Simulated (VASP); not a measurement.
# LiF (Pmma) in VASP: single point with PBE

Aim: the single point of LiF with PBE.

Program: VASP 6.6.1. These are calculated values, not measurements. Logs are shortened: lines on timing, memory, paths and dates and some standing lists are left out, and cuts for length are marked.

## (1) The cell of the first run

It takes space group Pmma (No. 51, orthorhombic). The conventional cell has a = 3.575 Å, b = 1.862 Å, c = 4.052 Å, α = 90.00°, β = 90.00°, γ = 90.00°. Within 2.4 Å of Li (site symmetry 2/m) lie 4 Li at 1.79 to 1.86 Å and 2 F at 1.87 Å. F (site symmetry mm2) has 8 F at 1.86 to 2.69 Å and 8 Li at 1.87 to 2.64 Å within 2.7 Å.

The cell was built from a structure type or drawn by symmetry, and may not be a known phase.

## (2) Single point, PBE

File INCAR:

```
SYSTEM = LiF
PREC = Accurate
ENCUT = 520
EDIFF = 1E-6
ISMEAR = 0
SIGMA = 0.1
LREAL = .False.
LASPH = .True.
NELM = 100
ALGO = Normal
ISIF = 2
LWAVE = .False.
LCHARG = .True.
GGA = PE
LELF = .True.
LVHAR = .True.
NBANDS = 18
```

File KPOINTS:

```
regular mesh
0
Gamma
  6 10 4
  0 0 0
```

File POSCAR:

```
LiF
1.0
    3.5754853000      0.0000000000      0.0000000000
    0.0000000000      1.8617350900      0.0000000000
    0.0000000000      0.0000000000      4.0522484300
Li F
2 2
Direct
    0.5000000000      0.0000000000      0.0000000000
    0.0000000000      0.0000000000      0.0000000000
    0.7500000000      0.0000000000      0.4045645500
    0.2500000000      0.0000000000      0.5954354500
```

Potentials or basis: VASP PAW PBE potentials, release 64 (Li_sv, F).

Run with:

```
> cat potpaw_PBE.64/Li_sv/POTCAR potpaw_PBE.64/F/POTCAR > POTCAR
> mpirun -np 1 vasp_std > vasp.out
```

OUTCAR:

```text
SYSTEM = LiF
   PREC = Accurate
   ENCUT = 520
   EDIFF = 1E-6
   ISMEAR = 0
   LREAL = .False.
   LASPH = .True.
   NELM = 100
   ISIF = 2
   GGA = PE

 ion  position               nearest neighbor table
   1  0.500  0.000  0.000-   2 1.79   2 1.79   4 1.87   3 1.87   2 2.58   2 2.58   2 2.58   2 2.58

   2  0.000  0.000  0.000-   1 1.79   1 1.79   4 1.87   3 1.87   1 2.58   1 2.58   1 2.58   1 2.58

   3  0.750  0.000  0.405-   1 1.87   2 1.87
   4  0.250  0.000  0.595-   1 1.87   2 1.87

  LATTYP: Found a simple orthorhombic cell.
 ALAT       =     1.8617350900
 B/A-ratio  =     1.9205123861
 C/A-ratio  =     2.1765977618

  Lattice vectors:

 A1 = (   0.0000000000,  -1.8617350900,   0.0000000000)
 A2 = (   3.5754853000,   0.0000000000,   0.0000000000)
 A3 = (   0.0000000000,   0.0000000000,   4.0522484300)

Analysis of symmetry for initial positions (statically):
=====================================================================
 Subroutine PRICEL returns:
 Original cell was already a primitive cell.

 Routine SETGRP: Setting up the symmetry group for a
 simple orthorhombic supercell.

 Subroutine GETGRP returns: Found  8 space group operations
 (whereof  4 operations were pure point group operations)
 out of a pool of  8 trial point group operations.

The static configuration has the point symmetry C_2h.
 The point group associated with its full space group is D_2h.

Analysis of symmetry for dynamics (positions and initial velocities):
=====================================================================
 Subroutine PRICEL returns:
 Original cell was already a primitive cell.

 Routine SETGRP: Setting up the symmetry group for a
 simple orthorhombic supercell.

 Subroutine GETGRP returns: Found  8 space group operations
 (whereof  4 operations were pure point group operations)
 out of a pool of  8 trial point group operations.

The dynamic configuration has the point symmetry C_2h.
 The point group associated with its full space group is D_2h.

 Subroutine INISYM returns: Found  8 space group operations
 (whereof  4 operations are pure point group operations),
 and found     1 'primitive' translations

----------------------------------------------------------------------------------------

                                     Primitive cell

  volume of cell :      26.9742

  direct lattice vectors                    reciprocal lattice vectors
     3.575485300  0.000000000  0.000000000     0.279682313  0.000000000  0.000000000
     0.000000000  1.861735090  0.000000000     0.000000000  0.537133347  0.000000000
     0.000000000  0.000000000  4.052248430     0.000000000  0.000000000  0.246776578

  length of vectors
     3.575485300  1.861735090  4.052248430     0.279682313  0.537133347  0.246776578

  position of ions in fractional coordinates (direct lattice)
     0.500000000  0.000000000  0.000000000
     0.000000000  0.000000000  0.000000000
     0.750000000  0.000000000  0.404564550
     0.250000000  0.000000000  0.595435450

  ion indices of the primitive-cell ions
   primitive index   ion index
                 1           1
                 2           2
                 3           3
                 4           4

----------------------------------------------------------------------------------------

 KPOINTS: regular mesh

Automatic generation of k-mesh.
 Grid dimensions read from file:
 generate k-points for:    6   10    4

 Generating k-lattice:

  Cartesian coordinates                     Fractional coordinates (reciprocal lattice)
     0.046613719  0.000000000  0.000000000     0.166666667  0.000000000  0.000000000
     0.000000000  0.053713335  0.000000000     0.000000000  0.100000000  0.000000000
     0.000000000  0.000000000  0.061694144     0.000000000  0.000000000  0.250000000

  Length of vectors
     0.046613719  0.053713335  0.061694144

  Shift w.r.t. Gamma in fractional coordinates (k-lattice)
     0.000000000  0.000000000  0.000000000

 Subroutine IBZKPT returns following result:
 ===========================================

 Found     72 irreducible k-points:

 Following reciprocal coordinates:
            Coordinates               Weight
  0.000000  0.000000  0.000000      1.000000
  0.166667  0.000000  0.000000      2.000000
  0.333333  0.000000  0.000000      2.000000
  0.500000  0.000000  0.000000      1.000000
  0.000000  0.100000  0.000000      2.000000
  0.166667  0.100000  0.000000      4.000000
[... 16 lines left out ...]
  0.333333  0.500000  0.000000      2.000000
  0.500000  0.500000  0.000000      1.000000
 [... further k-points ...]
   k-points           NKPTS =     72   k-points in BZ     NKDIM =     72   number of bands    NBANDS=     18
   number of dos      NEDOS =    301   number of ions     NIONS =      4
   total plane-waves  NPLWV =  11760
   dimension x,y,z NGX =    28 NGY =   14 NGZ =   30
   dimension x,y,z NGXF=    56 NGYF=   28 NGZF=   60
   ions per type =               2   2
   NGX,Y,Z   is equivalent  to a cutoff of  13.02, 12.50, 12.31 a.u.
   NGXF,Y,Z  is equivalent  to a cutoff of  26.04, 25.00, 24.62 a.u.
 SYSTEM =  LiF
   PREC   = accura    normal or accurate (medium, high low for compatibility)
   ISTART =      0    job   : 0-new  1-cont  2-samecut
   ICHARG =      2    charge: 1-file 2-atom 10-const
   ISPIN  =      1    spin polarized calculation?
   LNONCOLLINEAR =      F non collinear calculations
   LSORBIT =      F    spin-orbit coupling
   LASPH  =      T    aspherical Exc in radial PAW
   ENCUT  =  520.0 eV  38.22 Ry    6.18 a.u.   6.65  3.46  7.53*2*pi/ulx,y,z
   NELM   =    100;   NELMIN=  2; NELMDL= -5     # of ELM steps
   EDIFF  = 0.1E-05   stopping-criterion for ELM
   LREAL  =      F    real-space projection
[... 7 lines left out ...]
   TEBEG  =    0.0;   TEEND  =   0.0 temperature during run
   PSTRESS=    0.0 pullay stress
   NELECT =      20.0000    total number of electrons
   NUPDOWN=      -1.0000    fix difference up-down
   EMIN   =  10.00;   EMAX   =-10.00  energy-range for DOS
   EFERMI =   0.00;   METHOD = LEGACY
   ISMEAR =     0;   SIGMA  =   0.10  broadening in eV -4-tet -1-fermi 0-gaus
   EFERMI_NEDOS =   21; number of points for ismear=-14 and -15
   IALGO  =     38    algorithm
   IMIX   =      4    mixing-type and parameters
     AMIX     =   0.40;   BMIX     =  1.00
     AMIX_MAG =   1.60;   BMIX_MAG =  1.00
  volume/ion in A,a.u.               =       6.74        45.51
  Fermi-wavevector in a.u.,A,eV,Ry     =   1.481728  2.800060 29.871838  2.195518
  Thomas-Fermi vector in A             =   2.595602
   LORBIT       =      0    0 simple, 1 ext, 2 COOP (PROOUT), +10 PAW based schemes
   GGA     = PE    functional components
   LHFCALC =     F    Hartree Fock is set to
   AEXX    =    0.0000 exact exchange contribution
   IVDW    =     0    specifies the selected vdW correction
   LEPSILON=     F    determine dielectric tensor
   LRPA    =     F    only Hartree local field effects (RPA)
 non-spin polarized calculation
 Gauss-broadening in eV      SIGMA  =   0.10
  energy-cutoff  :      520.00
  volume of cell :       26.97
 maximum number of plane-waves:       749
 NGX is ok and might be reduce to    28
   NGX = 13   NGY =  7   NGZ = 15

 number of electron      19.9999998 magnetization

 Free energy of the ion-electron system (eV)
  ---------------------------------------------------
  ext. energy  EPLUGINS =         0.00000000
  ---------------------------------------------------
  free energy    TOTEN  =        -5.93108571 eV

  energy without entropy =       -5.92422080  energy(sigma->0) =       -5.92765326

 E-fermi :   6.1873     XC(G=0): -11.1116

 val. band max:        6.1662519289   @ k =   0.0000   0.0000   0.5000
 cond. band min:       6.2032691124   @ k =   0.1667   0.0000   0.0000
 fundamental gap:      0.0370171835
 Fermi energy:         6.1872968025

 k-point     1 :       0.0000    0.0000    0.0000
  band No.  band energies     occupation
      1     -43.8157      2.00000
      2     -43.0077      2.00000
      3     -20.0943      2.00000
      4     -17.7395      2.00000
      5      -2.1642      2.00000
      6      -1.5633      2.00000
[... 10 lines left out ...]
     17      28.2748      0.00000
     18      28.3923      0.00000

 k-point     2 :       0.1667    0.0000    0.0000
  band No.  band energies     occupation
      1     -43.7633      2.00000
      2     -43.0637      2.00000
      3     -19.9573      2.00000
      4     -17.9224      2.00000
      5      -2.6374      2.00000
      6      -0.6196      2.00000
[... 10 lines left out ...]
     17      28.4991      0.00000
     18      28.8231      0.00000

 k-point     3 :       0.3333    0.0000    0.0000
  band No.  band energies     occupation
      1     -43.6193      2.00000
      2     -43.2155      2.00000
      3     -19.5709      2.00000
      4     -18.4009      2.00000
      5      -2.7101      2.00000
      6      -1.4056      2.00000
[... 10 lines left out ...]
     17      28.0759      0.00000
     18      28.3667      0.00000

 k-point     4 :       0.5000    0.0000    0.0000
  band No.  band energies     occupation
      1     -43.4194      2.00000
      2     -43.4194      2.00000
      3     -19.0089      2.00000
      4     -19.0089      2.00000
      5      -2.2287      2.00000
      6      -2.2287      2.00000
[... 10 lines left out ...]
     17      27.5255      0.00000
     18      27.5255      0.00000

 k-point     5 :       0.0000    0.1000    0.0000
  band No.  band energies     occupation
      1     -43.7578      2.00000
      2     -42.9621      2.00000
      3     -19.8541      2.00000
      4     -17.5201      2.00000
      5      -1.9508      2.00000
      6      -1.3187      2.00000
[... 10 lines left out ...]
     17      28.5720      0.00000
     18      28.7090      0.00000

 k-point     6 :       0.1667    0.1000    0.0000
  band No.  band energies     occupation
      1     -43.7063      2.00000
      2     -43.0175      2.00000
      3     -19.7187      2.00000
      4     -17.7018      2.00000
      5      -2.3993      2.00000
      6      -0.4258      2.00000
[... 10 lines left out ...]
     17      28.0685      0.00000
     18      28.6653      0.00000

 k-point     7 :       0.3333    0.1000    0.0000
  band No.  band energies     occupation
      1     -43.5645      2.00000
      2     -43.1668      2.00000
      3     -19.3349      2.00000
      4     -18.1758      2.00000
      5      -2.4664      2.00000
      6      -1.1877      2.00000
[... 10 lines left out ...]
     17      26.1360      0.00000
     18      27.9266      0.00000

 k-point     8 :       0.5000    0.1000    0.0000
  band No.  band energies     occupation
      1     -43.3675      2.00000
      2     -43.3675      2.00000
      3     -18.7778      2.00000
      4     -18.7778      2.00000
      5      -1.9925      2.00000
      6      -1.9925      2.00000
[... 10 lines left out ...]
     17      26.3435      0.00000
     18      26.3435      0.00000
[... 229 lines left out ...]
     17      23.4558      0.00000
     18      24.7793      0.00000

 k-point    20 :       0.5000    0.4000    0.0000
  band No.  band energies     occupation
      1     -42.9169      2.00000
      2     -42.9169      2.00000
      3     -16.2593      2.00000
      4     -16.2593      2.00000
      5      -1.4198      2.00000
      6      -1.4198      2.00000
[... 10 lines left out ...]
     17      24.0905      0.00000
     18      24.0905      0.00000

 k-point    21 :       0.0000    0.5000    0.0000
  band No.  band energies     occupation
      1     -43.1919      2.00000
      2     -42.5217      2.00000
      3     -16.7660      2.00000
      4     -14.7910      2.00000
      5      -3.3860      2.00000
      6      -0.9999      2.00000
[... 10 lines left out ...]
     17      21.5336      0.00000
     18      24.6767      0.00000

 k-point    22 :       0.1667    0.5000    0.0000
  band No.  band energies     occupation
      1     -43.1484      2.00000
      2     -42.5681      2.00000
      3     -16.6503      2.00000
      4     -14.9431      2.00000
      5      -3.2387      2.00000
      6      -1.1714      2.00000
[... 10 lines left out ...]
     17      21.6914      0.00000
     18      22.9944      0.00000

 k-point    23 :       0.3333    0.5000    0.0000
  band No.  band energies     occupation
      1     -43.0285      2.00000
      2     -42.6934      2.00000
      3     -16.3229      2.00000
      4     -15.3409      2.00000
      5      -2.8267      2.00000
      6      -1.6324      2.00000
[... 10 lines left out ...]
     17      22.2014      0.00000
     18      24.2210      0.00000

 k-point    24 :       0.5000    0.5000    0.0000
  band No.  band energies     occupation
      1     -42.8624      2.00000
      2     -42.8624      2.00000
      3     -15.8495      2.00000
      4     -15.8495      2.00000
      5      -2.2421      2.00000
      6      -2.2421      2.00000
[... 10 lines left out ...]
     17      23.1004      0.00000
     18      23.1004      0.00000

 [... further k-points ...]

------------------------ aborting loop because EDIFF is reached ----------------------------------------

  FORCE on cell =-STRESS in cart. coord.  units (eV):
  Direction    XX          YY          ZZ          XY          YZ          ZX
  --------------------------------------------------------------------------------------
  -------------------------------------------------------------------------------------
  Total       21.7466232     26.1894797     -6.5807731      0.0000000      0.0000000      0.0000000
  in kB     1291.6756342   1555.5662369   -390.8755961      0.0000000      0.0000000      0.0000000
  external PRESSURE =     818.7887583 kB  Pullay stress =       0.0000000 kB

 VOLUME and BASIS-vectors are now :
 -----------------------------------------------------------------------------
  energy-cutoff  :      520.00
  volume of cell :       26.97
      direct lattice vectors                 reciprocal lattice vectors
     3.575485300  0.000000000  0.000000000     0.279682313  0.000000000  0.000000000
     0.000000000  1.861735090  0.000000000     0.000000000  0.537133347  0.000000000
     0.000000000  0.000000000  4.052248430     0.000000000  0.000000000  0.246776578

 POSITION                                       TOTAL-FORCE (eV/Angst)
 -----------------------------------------------------------------------------------
      1.78774      0.00000      0.00000         0.000000      0.000000      0.000000
      0.00000      0.00000      0.00000         0.000000      0.000000      0.000000
      2.68161      0.00000      1.63940         0.000000      0.000000     -5.410701
      0.89387      0.00000      2.41285        -0.000000      0.000000      5.410701
 -----------------------------------------------------------------------------------
    total drift:                                0.000000      0.000000      0.000000

  FREE ENERGIE OF THE ION-ELECTRON SYSTEM (eV)
  ---------------------------------------------------
  free  energy   TOTEN  =        -5.9310857135 eV

  energy  without entropy=       -5.9242208017  energy(sigma->0) =       -5.92765326
```

Wall time 53 s (1 thread of AMD EPYC 7R43 (Zen 3), shared host); peak memory 0.1 GiB.

Results:

```
Free energy            : -5.9311 eV
Largest force          : 5.411 eV/Å
Band gap on the k mesh : zero (bands 10 and 11 overlap by 1.33 eV)
```

Forces in eV/Å, atoms in the order of the input:
```
Li   0.000  0.000  0.000
Li   0.000  0.000  0.000
F    0.000  0.000 -5.411
F    0.000  0.000  5.411
```

Caveat: the k points lie up to 0.39 Å⁻¹ apart, too coarse for converged energies and pressures of a metal; the cutoff is under 1.25 times the usual one of these potentials, so pressure, stress and relaxed cells hold a basis-set (Pulay) error; atoms lie so close that the PAW spheres overlap strongly, which falsifies energies and pressures; forces of over 1 eV/Å act on the atoms, so gaps and moduli don't describe the material at rest.
